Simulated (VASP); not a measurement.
# ZnS (F-43m) in VASP: further runs, part 2 of 2

VASP 6.6.1. The steps go on from the part before.

### Step 4. Relaxation of cell and atoms, LDA, target pressure 9 GPa, at which the enthalpy is minimised

Contents of INCAR:

```
SYSTEM = ZnS
  PREC = Accurate
  ENCUT = 600
  EDIFF = 1E-6
  ISMEAR = 0
  SIGMA = 0.01
  LREAL = .False.
  LASPH = .True.
  NELM = 80
  ALGO = Normal
  ISIF = 3
  LWAVE = .False.
  LCHARG = .False.
  IBRION = 2
  NSW = 80
  EDIFFG = -0.001
  PSTRESS = 90.0
```

Contents of KPOINTS:

```
regular mesh
0
Gamma
  10 10 10
  0 0 0
```

Contents of POSCAR:

```
ZnS
1.0
    0.0000000000      2.6483447010      2.6483447010
    2.6483447010      0.0000000000      2.6483447010
    2.6483447010      2.6483447010      0.0000000000
Zn S
1 1
Direct
    0.0000000000      0.0000000000      0.0000000000
    0.7500000000      0.7500000000      0.7500000000
```

Potentials or basis: VASP PAW LDA potentials, release 64 (Zn, S).

Run with:

```sh
$ cat potpaw_LDA.64/Zn/POTCAR potpaw_LDA.64/S/POTCAR > POTCAR
$ mpirun -np 1 vasp_std > vasp.out
```

OUTCAR:

```text
SYSTEM = ZnS
   PREC = Accurate
   ENCUT = 600
   EDIFF = 1E-6
   ISMEAR = 0
   LREAL = .False.
   LASPH = .True.
   NELM = 80
   ISIF = 3
   IBRION = 2
   NSW = 80
   EDIFFG = -0.001
   PSTRESS = 90.0

 ion  position               nearest neighbor table
   1  0.000  0.000  0.000-   2 2.29   2 2.29   2 2.29   2 2.29
   2  0.750  0.750  0.750-   1 2.29   1 2.29   1 2.29   1 2.29

  LATTYP: Found a face centered cubic cell.
 ALAT       =     5.2966894020

  Lattice vectors:

 A1 = (   0.0000000000,   2.6483447010,   2.6483447010)
 A2 = (   2.6483447010,   0.0000000000,   2.6483447010)
 A3 = (   2.6483447010,   2.6483447010,   0.0000000000)

Analysis of symmetry for initial positions (statically):
=====================================================================
 Subroutine PRICEL returns:
 Original cell was already a primitive cell.

 Routine SETGRP: Setting up the symmetry group for a
 face centered cubic supercell.

 Subroutine GETGRP returns: Found 24 space group operations
 (whereof 24 operations were pure point group operations)
 out of a pool of 48 trial point group operations.

The static configuration has the point symmetry T_d .

Analysis of symmetry for dynamics (positions and initial velocities):
=====================================================================
 Subroutine PRICEL returns:
 Original cell was already a primitive cell.

 Routine SETGRP: Setting up the symmetry group for a
 face centered cubic supercell.

 Subroutine GETGRP returns: Found 24 space group operations
 (whereof 24 operations were pure point group operations)
 out of a pool of 48 trial point group operations.

The dynamic configuration has the point symmetry T_d .

 Subroutine INISYM returns: Found 24 space group operations
 (whereof 24 operations are pure point group operations),
 and found     1 'primitive' translations

----------------------------------------------------------------------------------------

                                     Primitive cell

  volume of cell :      37.1495

  direct lattice vectors                    reciprocal lattice vectors
     0.000000000  2.648344701  2.648344701    -0.188797176  0.188797176  0.188797176
     2.648344701  0.000000000  2.648344701     0.188797176 -0.188797176  0.188797176
     2.648344701  2.648344701  0.000000000     0.188797176  0.188797176 -0.188797176

  length of vectors
     3.745324994  3.745324994  3.745324994     0.327006301  0.327006301  0.327006301

  position of ions in fractional coordinates (direct lattice)
     0.000000000  0.000000000  0.000000000
     0.750000000  0.750000000  0.750000000

  ion indices of the primitive-cell ions
   primitive index   ion index
                 1           1
                 2           2

----------------------------------------------------------------------------------------

 KPOINTS: regular mesh

Automatic generation of k-mesh.
 Grid dimensions read from file:
 generate k-points for:   10   10   10

 Generating k-lattice:

  Cartesian coordinates                     Fractional coordinates (reciprocal lattice)
    -0.018879718  0.018879718  0.018879718     0.100000000  0.000000000  0.000000000
     0.018879718 -0.018879718  0.018879718     0.000000000  0.100000000  0.000000000
     0.018879718  0.018879718 -0.018879718     0.000000000  0.000000000  0.100000000

  Length of vectors
     0.032700630  0.032700630  0.032700630

  Shift w.r.t. Gamma in fractional coordinates (k-lattice)
     0.000000000  0.000000000  0.000000000

[... 38 lines left out ...]
   NGX,Y,Z   is equivalent  to a cutoff of  13.32, 13.32, 13.32 a.u.
   NGXF,Y,Z  is equivalent  to a cutoff of  26.63, 26.63, 26.63 a.u.
 SYSTEM =  ZnS
   PREC   = accura    normal or accurate (medium, high low for compatibility)
   ISTART =      0    job   : 0-new  1-cont  2-samecut
   ICHARG =      2    charge: 1-file 2-atom 10-const
   ISPIN  =      1    spin polarized calculation?
   LNONCOLLINEAR =      F non collinear calculations
   LSORBIT =      F    spin-orbit coupling
   LASPH  =      T    aspherical Exc in radial PAW
   ENCUT  =  600.0 eV  44.10 Ry    6.64 a.u.   7.48  7.48  7.48*2*pi/ulx,y,z
   NELM   =     80;   NELMIN=  2; NELMDL= -5     # of ELM steps
   EDIFF  = 0.1E-05   stopping-criterion for ELM
   LREAL  =      F    real-space projection
   EDIFFG = -.1E-02   stopping-criterion for IOM
   NSW    =     80    number of steps for IOM
   IBRION =      2    ionic relax: 0-MD 1-quasi-New 2-CG
   NFREE  =      1    steps in history (QN), initial steepest desc. (CG)
   ISIF   =      3    stress and relaxation
   ISYM   =      2    0-nonsym 1-usesym 2-fastsym
   POTIM  = 0.5000    time-step for ionic-motion
   TEBEG  =    0.0;   TEEND  =   0.0 temperature during run
   PSTRESS=   90.0 pullay stress
   NELECT =      18.0000    total number of electrons
   NUPDOWN=      -1.0000    fix difference up-down
   EMIN   =  10.00;   EMAX   =-10.00  energy-range for DOS
   EFERMI =   0.00;   METHOD = LEGACY
   ISMEAR =     0;   SIGMA  =   0.01  broadening in eV -4-tet -1-fermi 0-gaus
   EFERMI_NEDOS =   21; number of points for ismear=-14 and -15
   IALGO  =     38    algorithm
   IMIX   =      4    mixing-type and parameters
     AMIX     =   0.40;   BMIX     =  1.00
     AMIX_MAG =   1.60;   BMIX_MAG =  1.00
  volume/ion in A,a.u.               =      18.57       125.35
  Fermi-wavevector in a.u.,A,eV,Ry     =   1.285823  2.429853 22.495064  1.653341
  Thomas-Fermi vector in A             =   2.417934
   LORBIT       =      0    0 simple, 1 ext, 2 COOP (PROOUT), +10 PAW based schemes
   GGA     = CA    functional components
   LHFCALC =     F    Hartree Fock is set to
   AEXX    =    0.0000 exact exchange contribution
   IVDW    =     0    specifies the selected vdW correction
   LEPSILON=     F    determine dielectric tensor
   LRPA    =     F    only Hartree local field effects (RPA)
 conjugate gradient relaxation of ions
 non-spin polarized calculation
 Gauss-broadening in eV      SIGMA  =   0.01
  energy-cutoff  :      600.00
  volume of cell :       37.15
 maximum number of plane-waves:      1266
 NGX is ok and might be reduce to    30
   NGX = 15   NGY = 15   NGZ = 15

--------------------------------------- Ionic step        1  -------------------------------------------

 number of electron      17.9999987 magnetization

 Free energy of the ion-electron system (eV)
  ---------------------------------------------------
  ext. energy  EPLUGINS =         0.00000000
  ---------------------------------------------------
  free energy    TOTEN  =        -8.20805492 eV

  energy without entropy =       -8.20805492  energy(sigma->0) =       -8.20805492

------------------------ aborting loop because EDIFF is reached ----------------------------------------

  FORCE on cell =-STRESS in cart. coord.  units (eV):
  Direction    XX          YY          ZZ          XY          YZ          ZX
  --------------------------------------------------------------------------------------
  -------------------------------------------------------------------------------------
  Total        0.0634310      0.0634310      0.0634310      0.0000000      0.0000000     -0.0000000
  in kB        2.7356366      2.7356366      2.7356366      0.0000000      0.0000000     -0.0000000
  external PRESSURE =     -87.2643634 kB  Pullay stress =      90.0000000 kB
[... 25 lines left out ...]
--------------------------------------- Ionic step        2  -------------------------------------------

 number of electron      17.9999991 magnetization

 E-fermi :   4.2278     XC(G=0): -11.0345

 val. band max:        4.1788310173   @ k =   0.0000   0.0000   0.0000
 cond. band min:       6.8452371446   @ k =   0.5000   0.5000   0.0000
 fundamental gap:      2.6664061273
 Fermi energy:         4.2277846335

 k-point     1 :       0.0000    0.0000    0.0000
  band No.  band energies     occupation
      1     -10.6406      2.00000
      2      -3.4188      2.00000
      3      -3.4188      2.00000
      4      -3.4188      2.00000
      5      -2.6647      2.00000
      6      -2.6647      2.00000
      7       4.1788      2.00000
      8       4.1788      2.00000
      9       4.1788      2.00000
     10       7.0540      0.00000
     11      10.1948      0.00000
     12      10.1948      0.00000
     13      10.1948      0.00000
[... 557 lines left out ...]
--------------------------------------- Ionic step        7  -------------------------------------------

 number of electron      18.0000014 magnetization

 Free energy of the ion-electron system (eV)
  ---------------------------------------------------
  ext. energy  EPLUGINS =         0.00000000
  ---------------------------------------------------
  free energy    TOTEN  =        -8.12854416 eV

  energy without entropy =       -8.12854416  energy(sigma->0) =       -8.12854416

 E-fermi :   3.4835     XC(G=0): -10.7094

 val. band max:        3.3991294772   @ k =   0.0000   0.0000   0.0000
 cond. band min:       5.9495866455   @ k =   0.0000   0.0000   0.0000
 fundamental gap:      2.5504571683
 Fermi energy:         3.4834981054

 k-point     1 :       0.0000    0.0000    0.0000
  band No.  band energies     occupation
      1     -10.8204      2.00000
      2      -3.7892      2.00000
      3      -3.7892      2.00000
      4      -3.7892      2.00000
      5      -3.1284      2.00000
      6      -3.1284      2.00000
      7       3.3991      2.00000
      8       3.3991      2.00000
      9       3.3991      2.00000
     10       5.9496      0.00000
     11       9.5160      0.00000
     12       9.5160      0.00000
     13       9.5160      0.00000
[... 401 lines left out ...]
  energy  without entropy=       -8.1285441621  energy(sigma->0) =       -8.12854416

  enthalpy is  TOTEN    =        -6.2080826499 eV   P V=        1.9204615121

 reached required accuracy - stopping structural energy minimisation
```

Run time: 2.3 min. Hardware: 1 thread of Intel Xeon 8259CL, shared host; peak memory 0.17 GiB.

Results:

```yaml
Free_energy: -8.1285 eV
Relaxed_volume: 17.09 Å³/atom
Relaxed_cell: a = 3.643 Å, b = 3.643 Å, c = 3.643 Å, α = 60.00°, β = 60.00°, γ = 60.00°
Space_group_after_relaxing_to_0.1_Å: F-43m (No. 216)
Energy_change_on_relaxing_the_run_minimises_the_enthalpy: +39.8 meV/atom
Ionic_steps: 7
Pressure_after_relaxing: 9.0 GPa
Band_gap_on_the_k_mesh: 2.55 eV
```

The path:
```
step  energy change (eV)  largest force (eV/Å)  pressure (GPa)  volume (Å³)
   1              0.0000                0.0000            0.27        37.15
   2              0.2666                0.0000           18.46        31.97
   3              0.0781                0.0000            8.85        34.21
   4              0.0813                0.0000            9.08        34.16
   5              0.0792                0.0000            8.92        34.19
   6              0.0797                0.0000            9.05        34.18
   7              0.0795                0.0000            8.99        34.19
```

Final structure:
```xyz
2
Lattice="0.0000 2.5760 2.5760 2.5760 0.0000 2.5760 2.5760 2.5760 0.0000" Properties=species:S:1:pos:R:3 pbc="T T T"
Zn    0.0000    2.5760    2.5760
S     3.8640    3.8640    3.8640
```

Levels at points of the mesh, in eV from the valence-band top:
| k point | band 5 | band 6 | band 7 | band 8 | band 9 | band 10 | band 11 | band 12 | band 13 |
| --- | --- | --- | --- | --- | --- | --- | --- | --- | --- |
| (0.00, 0.00, 0.00) | -6.53 | -6.53 | 0.00 | 0.00 | 0.00 | 2.55 | 6.12 | 6.12 | 6.12 |
| (0.50, 0.00, 0.00) | -6.48 | -6.47 | -6.20 | -1.11 | -1.11 | 3.38 | 6.68 | 6.68 | 9.11 |
| (0.50, 0.50, 0.00) | -6.42 | -6.25 | -5.27 | -2.82 | -2.82 | 2.85 | 3.81 | 11.84 | 12.78 |

Caveat: the cell is relaxed towards a set pressure, so the run minimises the enthalpy, not the energy. LDA usually gives volumes a few per cent too small.

### Step 5. The runs side by side

```tsv
task	cell	cutoff (eV)	gap on the mesh (eV)	pressure (GPa)
single point	as given	520	2.16	0.2
relaxation of cell and atoms	relaxed	600	2.15	0.0
relaxation of cell and atoms	relaxed to 9 GPa	600	2.55	9.0
```

Alike in all rows: level LDA; potentials or basis VASP PAW LDA potentials, release 64 (Zn, S); no spin polarisation; k mesh 10 × 10 × 10; smearing gaussian 0.01 eV.

Caveats: the cell is relaxed towards a set pressure, so the run minimises the enthalpy, not the energy (at least some runs).

Total energies depend on the potentials used, so only differences within one code and one set of settings carry meaning.
